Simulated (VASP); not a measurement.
# Cd2I (Fd-3m) in VASP: further runs, part 2 of 2

VASP 6.6.1.

## (4) Relaxation of cell and atoms, PBE

INCAR reads:

```
PREC = Accurate
ENCUT = 600
EDIFF = 1E-6
ISMEAR = 0
SIGMA = 0.1
LREAL = False
LASPH = True
NELM = 60
ALGO = Normal
ISIF = 3
LWAVE = False
LCHARG = False
GGA = PE
IBRION = 2
NSW = 100
EDIFFG = -0.01
```

KPOINTS reads:

```
regular mesh
0
Gamma
  8 8 8
```

POSCAR reads:

```
Cd2I
1.0
    0.0000000000      4.4980296301      4.4980296301
    4.4980296301      0.0000000000      4.4980296301
    4.4980296301      4.4980296301      0.0000000000
Cd I
4 2
Direct
    0.6250000000      0.6250000000      0.6250000000
    0.1250000000      0.6250000000      0.6250000000
    0.6250000000      0.6250000000      0.1250000000
    0.6250000000      0.1250000000      0.6250000000
    0.0000000000      0.0000000000      0.0000000000
    0.2500000000      0.2500000000      0.2500000000
```

Potentials or basis: VASP PAW PBE potentials, release 64 (Cd, I).

Command:

```sh
cat potpaw_PBE.64/Cd/POTCAR potpaw_PBE.64/I/POTCAR > POTCAR
mpirun -np 1 vasp_std > vasp.out
```

OUTCAR:

```text
PREC = Accurate
   ENCUT = 600
   EDIFF = 1E-6
   ISMEAR = 0
   LREAL = False
   LASPH = True
   NELM = 60
   ISIF = 3
   GGA = PE
   IBRION = 2
   NSW = 100
   EDIFFG = -0.01

 ion  position               nearest neighbor table
   1  0.625  0.625  0.625-   2 3.18   3 3.18   4 3.18   3 3.18   4 3.18   2 3.18
   2  0.125  0.625  0.625-   1 3.18   3 3.18   4 3.18   1 3.18   3 3.18   4 3.18
   3  0.625  0.625  0.125-   1 3.18   1 3.18   2 3.18   4 3.18   4 3.18   2 3.18
   4  0.625  0.125  0.625-   1 3.18   3 3.18   1 3.18   2 3.18   3 3.18   2 3.18
   5  0.000  0.000  0.000-
   6  0.250  0.250  0.250-

  LATTYP: Found a face centered cubic cell.
 ALAT       =     8.9960592602

  Lattice vectors:

 A1 = (   0.0000000000,   4.4980296301,   4.4980296301)
 A2 = (   4.4980296301,   0.0000000000,   4.4980296301)
 A3 = (   4.4980296301,   4.4980296301,   0.0000000000)

Analysis of symmetry for initial positions (statically):
=====================================================================
 Subroutine PRICEL returns:
 Original cell was already a primitive cell.

 Routine SETGRP: Setting up the symmetry group for a
 face centered cubic supercell.

 Subroutine GETGRP returns: Found 48 space group operations
 (whereof 24 operations were pure point group operations)
 out of a pool of 48 trial point group operations.

The static configuration has the point symmetry T_d .
 The point group associated with its full space group is O_h .

Analysis of symmetry for dynamics (positions and initial velocities):
=====================================================================
 Subroutine PRICEL returns:
 Original cell was already a primitive cell.

 Routine SETGRP: Setting up the symmetry group for a
 face centered cubic supercell.

 Subroutine GETGRP returns: Found 48 space group operations
 (whereof 24 operations were pure point group operations)
 out of a pool of 48 trial point group operations.

The dynamic configuration has the point symmetry T_d .
 The point group associated with its full space group is O_h .

 Subroutine INISYM returns: Found 48 space group operations
 (whereof 24 operations are pure point group operations),
 and found     1 'primitive' translations

----------------------------------------------------------------------------------------

                                     Primitive cell

  volume of cell :     182.0107

  direct lattice vectors                    reciprocal lattice vectors
     0.000000000  4.498029630  4.498029630    -0.111159784  0.111159784  0.111159784
     4.498029630  0.000000000  4.498029630     0.111159784 -0.111159784  0.111159784
     4.498029630  4.498029630  0.000000000     0.111159784  0.111159784 -0.111159784

  length of vectors
     6.361174507  6.361174507  6.361174507     0.192534393  0.192534393  0.192534393

  position of ions in fractional coordinates (direct lattice)
     0.625000000  0.625000000  0.625000000
     0.125000000  0.625000000  0.625000000
     0.625000000  0.625000000  0.125000000
     0.625000000  0.125000000  0.625000000
     0.000000000  0.000000000  0.000000000
[... 36 lines left out ...]

 Following reciprocal coordinates:
            Coordinates               Weight
  0.000000  0.000000  0.000000      1.000000
  0.125000  0.000000  0.000000      8.000000
  0.250000  0.000000  0.000000      8.000000
  0.375000  0.000000  0.000000      8.000000
  0.500000  0.000000  0.000000      4.000000
  0.125000  0.125000  0.000000      6.000000
[... 16 lines left out ...]
  0.500000  0.250000  0.125000     48.000000
 -0.375000  0.250000  0.125000     24.000000
 [... further k-points ...]
   k-points           NKPTS =     29   k-points in BZ     NKDIM =     29   number of bands    NBANDS=     37
   number of dos      NEDOS =    301   number of ions     NIONS =      6
   total plane-waves  NPLWV = 157464
   dimension x,y,z NGX =    54 NGY =   54 NGZ =   54
   dimension x,y,z NGXF=   108 NGYF=  108 NGZF=  108
   ions per type =               4   2
   NGX,Y,Z   is equivalent  to a cutoff of  14.11, 14.11, 14.11 a.u.
   NGXF,Y,Z  is equivalent  to a cutoff of  28.23, 28.23, 28.23 a.u.
 SYSTEM =  unknown system
   PREC   = accura    normal or accurate (medium, high low for compatibility)
   ISTART =      0    job   : 0-new  1-cont  2-samecut
   ICHARG =      2    charge: 1-file 2-atom 10-const
   ISPIN  =      1    spin polarized calculation?
   LNONCOLLINEAR =      F non collinear calculations
   LSORBIT =      F    spin-orbit coupling
   LASPH  =      T    aspherical Exc in radial PAW
   ENCUT  =  600.0 eV  44.10 Ry    6.64 a.u.  12.70 12.70 12.70*2*pi/ulx,y,z
   NELM   =     60;   NELMIN=  2; NELMDL= -5     # of ELM steps
   EDIFF  = 0.1E-05   stopping-criterion for ELM
   LREAL  =      F    real-space projection
   EDIFFG = -.1E-01   stopping-criterion for IOM
   NSW    =    100    number of steps for IOM
   IBRION =      2    ionic relax: 0-MD 1-quasi-New 2-CG
   NFREE  =      1    steps in history (QN), initial steepest desc. (CG)
   ISIF   =      3    stress and relaxation
   ISYM   =      2    0-nonsym 1-usesym 2-fastsym
   POTIM  = 0.5000    time-step for ionic-motion
   TEBEG  =    0.0;   TEEND  =   0.0 temperature during run
   PSTRESS=    0.0 pullay stress
   NELECT =      62.0000    total number of electrons
   NUPDOWN=      -1.0000    fix difference up-down
   EMIN   =  10.00;   EMAX   =-10.00  energy-range for DOS
   EFERMI =   0.00;   METHOD = LEGACY
   ISMEAR =     0;   SIGMA  =   0.10  broadening in eV -4-tet -1-fermi 0-gaus
   EFERMI_NEDOS =   21; number of points for ismear=-14 and -15
   IALGO  =     38    algorithm
   IMIX   =      4    mixing-type and parameters
     AMIX     =   0.40;   BMIX     =  1.00
     AMIX_MAG =   1.60;   BMIX_MAG =  1.00
  volume/ion in A,a.u.               =      30.34       204.71
  Fermi-wavevector in a.u.,A,eV,Ry     =   1.143334  2.160588 17.785705  1.307212
  Thomas-Fermi vector in A             =   2.280029
   LORBIT       =      0    0 simple, 1 ext, 2 COOP (PROOUT), +10 PAW based schemes
   GGA     = PE    functional components
   LHFCALC =     F    Hartree Fock is set to
   AEXX    =    0.0000 exact exchange contribution
   IVDW    =     0    specifies the selected vdW correction
   LEPSILON=     F    determine dielectric tensor
   LRPA    =     F    only Hartree local field effects (RPA)
 conjugate gradient relaxation of ions
 non-spin polarized calculation
 Gauss-broadening in eV      SIGMA  =   0.10
  energy-cutoff  :      600.00
  volume of cell :      182.01
 maximum number of plane-waves:      6116
 NGX is ok and might be reduce to    54
   NGX = 25   NGY = 25   NGZ = 25

--------------------------------------- Ionic step        1  -------------------------------------------

 number of electron      61.9999987 magnetization

 Free energy of the ion-electron system (eV)
  ---------------------------------------------------
  ext. energy  EPLUGINS =         0.00000000
  ---------------------------------------------------
  free energy    TOTEN  =        -5.85724913 eV

  energy without entropy =       -5.82580544  energy(sigma->0) =       -5.84152728

------------------------ aborting loop because EDIFF is reached ----------------------------------------

  FORCE on cell =-STRESS in cart. coord.  units (eV):
  Direction    XX          YY          ZZ          XY          YZ          ZX
  --------------------------------------------------------------------------------------
  -------------------------------------------------------------------------------------
  Total       -0.7131059     -0.7131059     -0.7131059      0.0000000      0.0000000      0.0000000
  in kB       -6.2772245     -6.2772245     -6.2772245      0.0000000      0.0000000      0.0000000
  external PRESSURE =      -6.2772245 kB  Pullay stress =       0.0000000 kB
[... 67 lines left out ...]
--------------------------------------- Ionic step        3  -------------------------------------------

 number of electron      61.9999994 magnetization

 Free energy of the ion-electron system (eV)
  ---------------------------------------------------
  ext. energy  EPLUGINS =         0.00000000
  ---------------------------------------------------
  free energy    TOTEN  =        -5.86628380 eV

  energy without entropy =       -5.83595805  energy(sigma->0) =       -5.85112093

 E-fermi :   2.8818     XC(G=0):  -9.5670

 val. band max:        2.8631907242   @ k =   0.1250   0.0000   0.0000
 cond. band min:       2.8872374625   @ k =   0.5000   0.1250   0.0000
 fundamental gap:      0.0240467383
 Fermi energy:         2.8818340383

 k-point     1 :       0.0000    0.0000    0.0000
  band No.  band energies     occupation
      1      -9.9819      2.00000
      2      -9.0842      2.00000
      3      -6.4413      2.00000
      4      -6.1021      2.00000
      5      -6.1021      2.00000
      6      -6.1021      2.00000
[... 949 lines left out ...]
     36       6.7892      0.00000
     37       7.7182      0.00000

 [... further k-points ...]
[... 5 lines left out ...]
  --------------------------------------------------------------------------------------
  -------------------------------------------------------------------------------------
  Total        0.0359778      0.0359778      0.0359778      0.0000000     -0.0000000      0.0000000
  in kB        0.3251928      0.3251928      0.3251928      0.0000000     -0.0000000      0.0000000
  external PRESSURE =       0.3251928 kB  Pullay stress =       0.0000000 kB
[... 21 lines left out ...]
  FREE ENERGIE OF THE ION-ELECTRON SYSTEM (eV)
  ---------------------------------------------------
  free  energy   TOTEN  =        -5.8662838035 eV

  energy  without entropy=       -5.8359580471  energy(sigma->0) =       -5.85112093

 reached required accuracy - stopping structural energy minimisation
```

CONTCAR:

```text
Cd2I
   1.00000000000000
     0.0000000000000000    4.4585289303046354    4.4585289303046354
     4.4585289303046354    0.0000000000000000    4.4585289303046354
     4.4585289303046354    4.4585289303046354    0.0000000000000000
  Cd              I
     4     2
Direct
     0.6250000000000000    0.6250000000000000    0.6250000000000000
     0.1250000000000000    0.6250000000000000    0.6250000000000000
     0.6250000000000000    0.6250000000000000    0.1250000000000000
     0.6250000000000000    0.1250000000000000    0.6250000000000000
     0.0000000000000000    0.0000000000000000    0.0000000000000000
     0.2500000000000000    0.2500000000000000    0.2500000000000000

  0.00000000E+00  0.00000000E+00  0.00000000E+00
  0.00000000E+00  0.00000000E+00  0.00000000E+00
  0.00000000E+00  0.00000000E+00  0.00000000E+00
  0.00000000E+00  0.00000000E+00  0.00000000E+00
  0.00000000E+00  0.00000000E+00  0.00000000E+00
  0.00000000E+00  0.00000000E+00  0.00000000E+00
```

It took 5 min on 1 thread of Intel Xeon 6975P-C (Granite Rapids), shared host; peak memory 0.53 GiB.

Results:

```
Free energy                            : -5.8663 eV
Relaxed volume                         : 29.54 Å³/atom
Relaxed cell                           : a = 6.305 Å, b = 6.305 Å, c = 6.305 Å, α = 60.00°, β = 60.00°, γ = 60.00°
Space group after relaxing (to 0.05 Å) : Fd-3m (No. 227)
Energy gained by relaxing              : 1.5 meV/atom
Ionic steps                            : 3
Pressure after relaxing                : 0.0 GPa
Band gap on the k mesh                 : zero (band 31 reaches 3.47 eV, above the bottom of band 32 at 2.59 eV)
```

The path:
| step | energy change (eV) | largest force (eV/Å) | pressure (GPa) | volume (Å³) |
| --- | --- | --- | --- | --- |
| 1 | 0.0000 | 0.0000 | -0.63 | 182.01 |
| 2 | -0.0082 | 0.0000 | -0.22 | 178.90 |
| 3 | -0.0090 | 0.0000 | 0.03 | 177.26 |

Final structure:
```yaml
crystal:
  lattice:
    - [0.00000, 4.45853, 4.45853]
    - [4.45853, 0.00000, 4.45853]
    - [4.45853, 4.45853, 0.00000]
  atoms:
    - { symbol: Cd, position: [0.62500, 0.62500, 0.62500] }
    - { symbol: Cd, position: [0.12500, 0.62500, 0.62500] }
    - { symbol: Cd, position: [0.62500, 0.62500, 0.12500] }
    - { symbol: Cd, position: [0.62500, 0.12500, 0.62500] }
    - { symbol: I, position: [0.00000, 0.00000, 0.00000] }
    - { symbol: I, position: [0.25000, 0.25000, 0.25000] }
```

Levels at points of the mesh, in eV from the Fermi level:
```
           k point  band 29  band 30  band 31  band 32  band 33  band 34
(0.00, 0.00, 0.00)    -2.67    -1.11     0.18     0.18     0.18     1.60
(0.50, 0.00, 0.00)    -1.97    -1.33    -0.05    -0.05     1.13     2.48
(0.50, 0.50, 0.00)    -1.29    -1.29     0.53     0.53     1.82     1.82
```

Caveat: spin-orbit coupling is left out, which moves the levels of the heavy elements.

## (5) The runs side by side

```tsv
task	cell	k mesh	cutoff (eV)	gap on the mesh (eV)	pressure (GPa)
single point	a = 6.361 Å, angles 60.0°, 6 atoms	4 × 4 × 4	520	none	-0.8
single point	a = 6.303 Å, angles 60.0°, 6 atoms	8 × 8 × 8	520	none	0.1
relaxation of cell and atoms	relaxed from a = 6.361 Å, angles 60.0°, 6 atoms	8 × 8 × 8	600	none	0.0
```

Alike in all rows: level PBE; potentials or basis VASP PAW PBE potentials, release 64 (Cd, I); no spin polarisation; smearing gaussian 0.1 eV.

Caveats: spin-orbit coupling is left out, which moves the levels of the heavy elements.

Total energies depend on the potentials used, so only differences within one code and one set of settings carry meaning.
